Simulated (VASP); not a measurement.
# C (Fm-3m) in VASP: a series of runs, part 2 of 2

VASP 6.6.1.

### Step 3. Single point, PBEsol (volume scaled by 0.84)

The input, INCAR:

```
ALGO = Normal
EDIFF = 1E-6
ENCUT = 520
GGA = PS
ISIF = 2
ISMEAR = -1
LASPH = T
LCHARG = F
LREAL = F
LWAVE = F
NBANDS = 8
NELM = 100
PREC = Accurate
SIGMA = 0.08
```

The input, KPOINTS:

```
k-points
0
Gamma
  24 24 24
```

The input, POSCAR:

```
C
1.0
    0.0000000000      1.4329813445      1.4329813445
    1.4329813445      0.0000000000      1.4329813445
    1.4329813445      1.4329813445      0.0000000000
C
1
Direct
    0.0000000000      0.0000000000      0.0000000000
```

Potentials or basis: VASP PAW PBE potentials, release 64 (C).

Launch:

```console
cat potpaw_PBE.64/C/POTCAR > POTCAR
mpirun -np 1 vasp_std > vasp.out
```

OUTCAR:

```text
EDIFF = 1E-6
   ENCUT = 520
   GGA = PS
   ISIF = 2
   ISMEAR = -1
   LASPH = T
   LREAL = F
   NELM = 100
   PREC = Accurate

 ion  position               nearest neighbor table
   1  0.000  0.000  0.000-

  LATTYP: Found a face centered cubic cell.
 ALAT       =     2.8659626890

  Lattice vectors:

 A1 = (   0.0000000000,   1.4329813445,   1.4329813445)
 A2 = (   1.4329813445,   0.0000000000,   1.4329813445)
 A3 = (   1.4329813445,   1.4329813445,   0.0000000000)

Analysis of symmetry for initial positions (statically):
[... 433 lines left out ...]
      2       2.8099      2.00000
      3      18.2769      0.00000
      4      18.3881      0.00000
      5      38.9843      0.00000
      6      39.7295      0.00000
      7      41.2693      0.00000
      8      44.4142      0.00000

 [... further k-points ...]
[... 5 lines left out ...]
  --------------------------------------------------------------------------------------
  -------------------------------------------------------------------------------------
  Total        1.4824913      1.4824913      1.4824913      0.0000000      0.0000000      0.0000000
  in kB      403.5999623    403.5999623    403.5999623      0.0000000      0.0000000      0.0000000
  external PRESSURE =     403.5999623 kB  Pullay stress =       0.0000000 kB

 VOLUME and BASIS-vectors are now :
 -----------------------------------------------------------------------------
  energy-cutoff  :      520.00
  volume of cell :        5.89
      direct lattice vectors                 reciprocal lattice vectors
     0.000000000  1.432981344  1.432981344    -0.348922896  0.348922896  0.348922896
     1.432981344  0.000000000  1.432981344     0.348922896 -0.348922896  0.348922896
     1.432981344  1.432981344  0.000000000     0.348922896  0.348922896 -0.348922896

 POSITION                                       TOTAL-FORCE (eV/Angst)
 -----------------------------------------------------------------------------------
      0.00000      0.00000      0.00000         0.000000      0.000000     -0.000000
 -----------------------------------------------------------------------------------
    total drift:                                0.000000      0.000000     -0.000000

  FREE ENERGIE OF THE ION-ELECTRON SYSTEM (eV)
  ---------------------------------------------------
  free  energy   TOTEN  =        -5.0660733046 eV

  energy  without entropy=       -5.0587359060  energy(sigma->0) =       -5.06240461
```

stdout:

```text
POSCAR found type information on POSCAR C
 POSCAR found :  1 types and       1 ions
 scaLAPACK will be used
 -----------------------------------------------------------------------------
|                                                                             |
|                                                                             |
|     You enforced a specific xc type in the INCAR file but a different       |
|     I HOPE YOU KNOW WHAT YOU ARE DOING!                                     |
|                                                                             |
 -----------------------------------------------------------------------------

 LDA part: xc-table for (Slater+PW92), standard interpolation
 POSCAR, INCAR and KPOINTS ok, starting setup
 FFT: planning ... GRIDC
 FFT: planning ... GRID_SOFT
 FFT: planning ... GRID
 WAVECAR not read
 entering main loop
```

Run time: 10 s. Hardware: 1 thread of Intel Xeon Platinum 8259CL at 2.50GHz (Skylake/Cascade Lake), shared host; peak memory 0.12 GiB.

Results:

* Free energy: -5.0661 eV
* Pressure: 40.4 GPa
* Band gap on the k mesh: zero (band 2 reaches 20.65 eV, above the bottom of band 3 at 7.06 eV)

Levels at points of the mesh, in eV from the Fermi level:
```csv
k point,band 1,band 2,band 3,band 4,band 5
"(0.00, 0.00, 0.00)",-21.99,9.77,9.77,9.77,32.86
"(0.50, 0.00, 0.00)",-11.14,-10.29,7.57,7.57,28.75
"(0.50, 0.50, 0.00)",-8.79,-5.30,2.39,2.39,16.27
```

Caveat: the PAW data sets were made with another functional, which shifts forces and pressure a little.

### Step 4. Single point, PBEsol (volume scaled by 0.92)

The input, INCAR:

```
SYSTEM = C
PREC     = Accurate       ! precision mode
ENCUT    = 520            ! plane-wave cutoff, eV
EDIFF    = 1E-6           ! SCF threshold, eV
ISMEAR   = -1             ! smearing method
SIGMA    = 0.08           ! smearing width, eV
LREAL    = .FALSE.        ! projectors in reciprocal space
LASPH    = .TRUE.         ! aspherical terms in the spheres
NELM     = 100            ! most SCF steps
ALGO     = Normal         ! electronic algorithm
ISIF     = 2              ! what is computed and relaxed
LWAVE    = .FALSE.        ! write WAVECAR
LCHARG   = .TRUE.         ! write CHGCAR
GGA      = PS             ! functional
LELF     = .TRUE.         ! ELF
LVHAR    = .TRUE.       
NBANDS   = 8              ! bands
```

The input, KPOINTS:

```
Automatic mesh
0
G
  24 24 24
  0 0 0
```

The input, POSCAR:

```
C
1.0
    0.0000000000      1.4771005173      1.4771005173
    1.4771005173      0.0000000000      1.4771005173
    1.4771005173      1.4771005173      0.0000000000
C
1
Direct
    0.0000000000      0.0000000000      0.0000000000
```

Potentials or basis: VASP PAW PBE potentials, release 64 (C).

Launch:

```console
cat potpaw_PBE.64/C/POTCAR > POTCAR
mpirun -np 1 vasp_std > vasp.out
```

OUTCAR:

```text
SYSTEM = C
   PREC = Accurate
   ENCUT = 520
   EDIFF = 1E-6
   ISMEAR = -1
   LREAL = .FALSE.
   LASPH = .TRUE.
   NELM = 100
   ISIF = 2
   GGA = PS

 ion  position               nearest neighbor table
   1  0.000  0.000  0.000-

  LATTYP: Found a face centered cubic cell.
 ALAT       =     2.9542010346

  Lattice vectors:

 A1 = (   0.0000000000,   1.4771005173,   1.4771005173)
 A2 = (   1.4771005173,   0.0000000000,   1.4771005173)
 A3 = (   1.4771005173,   1.4771005173,   0.0000000000)

[... 432 lines left out ...]
  band No.  band energies     occupation
      1      -2.6536      2.00000
      2       1.9023      2.00000
      3      16.2892      0.00000
      4      16.3752      0.00000
      5      36.2279      0.00000
      6      36.7589      0.00000
      7      38.6887      0.00000
      8      41.4312      0.00000

 [... further k-points ...]
[... 5 lines left out ...]
  --------------------------------------------------------------------------------------
  -------------------------------------------------------------------------------------
  Total        0.6640015      0.6640015      0.6640015     -0.0000000     -0.0000000      0.0000000
  in kB      165.0515036    165.0515036    165.0515036     -0.0000000     -0.0000000      0.0000000
  external PRESSURE =     165.0515036 kB  Pullay stress =       0.0000000 kB

 VOLUME and BASIS-vectors are now :
 -----------------------------------------------------------------------------
  energy-cutoff  :      520.00
  volume of cell :        6.45
      direct lattice vectors                 reciprocal lattice vectors
     0.000000000  1.477100517  1.477100517    -0.338500999  0.338500999  0.338500999
     1.477100517  0.000000000  1.477100517     0.338500999 -0.338500999  0.338500999
     1.477100517  1.477100517  0.000000000     0.338500999  0.338500999 -0.338500999

 POSITION                                       TOTAL-FORCE (eV/Angst)
 -----------------------------------------------------------------------------------
      0.00000      0.00000      0.00000         0.000000      0.000000      0.000000
 -----------------------------------------------------------------------------------
    total drift:                                0.000000     -0.000000     -0.000000

  FREE ENERGIE OF THE ION-ELECTRON SYSTEM (eV)
  ---------------------------------------------------
  free  energy   TOTEN  =        -5.1632795130 eV

  energy  without entropy=       -5.1544879939  energy(sigma->0) =       -5.15888375
```

stdout:

```text
POSCAR found type information on POSCAR C
 POSCAR found :  1 types and       1 ions
 scaLAPACK will be used
 -----------------------------------------------------------------------------
|                                                                             |
|                                                                             |
|     You enforced a specific xc type in the INCAR file but a different       |
|     I HOPE YOU KNOW WHAT YOU ARE DOING!                                     |
|                                                                             |
 -----------------------------------------------------------------------------

 LDA part: xc-table for (Slater+PW92), standard interpolation
 POSCAR, INCAR and KPOINTS ok, starting setup
 FFT: planning ... GRIDC
 FFT: planning ... GRID_SOFT
 FFT: planning ... GRID
 WAVECAR not read
 entering main loop
```

Run time: 7.8 s. Hardware: 1 thread of Intel Xeon Platinum 8259CL at 2.50GHz (Skylake/Cascade Lake), shared host; peak memory 0.12 GiB.

What came out:

| Item | Value |
| --- | --- |
| Free energy | -5.1633 eV |
| Pressure | 16.5 GPa |
| Band gap on the k mesh | zero (band 2 reaches 18.43 eV, above the bottom of band 3 at 5.63 eV) |

Caveat: the PAW data sets were made with another functional, which shifts forces and pressure a little.
